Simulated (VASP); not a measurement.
The system is CuO.

```xyz
4
Lattice="3.1755 0.0000 0.0000 0.0000 3.1755 0.0000 0.0000 0.0000 4.6495" Properties=species:S:1:pos:R:3 pbc="T T T"
Cu    0.0000    0.0000    0.0000
Cu    1.5877    1.5877    0.0000
O     1.5877    0.0000    1.2414
O     0.0000    1.5877    3.4081
```

* Program: VASP 6.6.1
* Task: relaxation of cell and atoms
* Functional: r2SCAN
* Potentials or basis: VASP PAW PBE potentials, release 64 (Cu, O)
* Cutoff: 600 eV
* k mesh: 8 × 8 × 6
* Occupations: fermi-dirac, width 0.05 eV
* Spin: no spin polarisation
* Hubbard terms: Cu d U = 5.3 eV

At the start: pressure 5.3 GPa; volume 11.72 Å³/atom.

Problem. How do energy, volume and symmetry change on relaxing?

Solution. Over 40 steps the energy falls by 787.7 meV/atom and the volume is 12.12 Å³/atom (+3.4 %); space group P4/nmm (No. 129, to 0.1 Å) before, P4/mmm (No. 123, to 0.1 Å).

The path:
```tsv
step	energy change (eV)	largest force (eV/Å)	pressure (GPa)	volume (Å³)
1	0.0000	1.6145	5.34	46.88
2	-0.8552	1.4216	-1.09	49.35
3	-1.5181	1.7320	-8.29	51.99
4	-1.2631	1.5884	-26.38	54.45
5	-1.5717	2.0079	-13.43	52.92
6	-2.2686	1.2111	-7.11	48.57
7	-2.7909	0.7340	5.14	42.13
8	-2.7921	0.4420	11.17	39.46
9	-2.8116	0.5436	9.00	40.40
10	-2.8494	0.4382	-3.34	41.76
11	-2.8795	0.5066	1.26	41.22
12	-2.9524	0.4070	0.88	41.99
13	-3.0902	0.1488	-0.08	44.32
14	-3.1053	0.2413	-4.06	49.06
15	-3.1371	0.0271	-1.84	46.79
16	-3.0577	0.0108	10.91	44.99
17	-3.1431	0.0248	0.58	46.41
18	-3.1431	0.0251	0.54	46.40
19	-3.1428	0.0241	1.32	46.30
20	-3.1431	0.0249	0.60	46.39
21	-3.1460	0.0234	0.45	46.79
22	-3.1487	0.0211	0.19	47.37
23	-3.1507	0.0162	-0.27	48.53
24	-3.1507	0.0173	-0.13	48.38
25	-3.1507	0.0168	-0.14	48.46
26	-3.1497	0.0128	1.01	48.30
27	-3.1507	0.0161	0.06	48.44
28	-3.1507	0.0157	0.10	48.43
29	-3.1508	0.0121	0.00	48.51
30	-3.1508	0.0154	-0.05	48.50
31	-3.1508	0.0142	0.09	48.48
32	-3.1508	0.0140	0.09	48.49
33	-3.1508	0.0132	0.02	48.50
34	-3.1508	0.0125	-0.05	48.50
35	-3.1508	0.0082	0.21	48.48
36	-3.1509	0.0062	0.33	48.47
37	-3.1509	0.0053	0.18	48.47
38	-3.1509	0.0003	0.14	48.47
39	-3.1509	0.0063	0.08	48.48
40	-3.1510	0.0005	0.01	48.49
```

Final structure:
```
Cu O
1.0
     3.80995    0.00000    0.00000
     0.00000    3.80995    0.00000
     0.00000    0.00000    3.34054
Cu O
2 2
Direct
  0.00000 0.00000 0.00000
  0.50000 0.50000 0.00000
  0.50000 0.00000 0.99964
  0.00000 0.50000 0.00036
```

Caveat: a cell axis changed by over 15 % at a fixed basis, so the end point is rough; the PAW data sets were made with another functional, which shifts forces and pressure a little; U without spin polarisation on a metal has little footing.
